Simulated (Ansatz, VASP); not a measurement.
## Two plane-wave programs on Ge3N

```xyz
4
Lattice="2.6419 1.5253 2.7586 -2.6419 1.5253 2.7586 0.0000 -3.0506 2.7586" Properties=species:S:1:pos:R:3 pbc="T T T"
Ge    0.8323   -1.4417    4.1380
Ge   -1.6647    0.0000    4.1380
Ge    0.8323    1.4417    4.1380
N     0.0000    0.0000    0.0000
```

Change from the starting cell: species swapped into the ScF3 type (R32, No. 155).

Alike in both runs: functional PBE; k mesh 12 × 12 × 12; occupations gaussian, width 0.1 eV; no spin polarisation.

Ansatz relaxed the structure, and its values are those at the end. VASP's run is a single point on that final structure, the one shown.

```csv
,VASP,Ansatz
version,VASP 6.6.1,Ansatz 0.2.0
potentials or method,"VASP PAW PBE potentials, release 64 (Ge_d, N), cutoff 520 eV","scalar-relativistic, plane waves, PAW"
valence electrons in the cell,47,47
```

```tsv
	VASP	Ansatz	Ansatz less VASP
gap on the k mesh at the Fermi level (eV)	none	none	-
pressure (GPa)	0.1	0.0	-0.06
```

A gap of «none» marks a metal or a gap that the smearing closes.
